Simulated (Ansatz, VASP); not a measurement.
BeS in VASP and in Ansatz

```
CELL_PARAMETERS angstrom
0.00000 2.43817 2.43817
2.43817 0.00000 2.43817
2.43817 2.43817 0.00000
ATOMIC_POSITIONS crystal
Be 0.75000 0.75000 0.75000
S 0.00000 0.00000 0.00000
```

Alike in both runs: task single point; functional r2SCAN; k mesh 8 × 8 × 8; occupations gaussian, width 0.02 eV; no spin polarisation.

```csv
,VASP,Ansatz
version,VASP 6.6.1,Ansatz 0.2.0
potentials or method,"VASP PAW PBE potentials, release 64 (Be, S), cutoff 660 eV","scalar-relativistic, plane waves, PAW"
valence electrons in the cell,8,8
```

|  | VASP | Ansatz | Ansatz less VASP |
| --- | --- | --- | --- |
| gap on the k mesh at the Fermi level (eV) | 3.61 | 3.60 | -0.009 |
| least direct gap on the mesh (eV) | 6.27 | 6.24 | -0.028 |

VASP's potentials were made for PBE, not for r2SCAN.
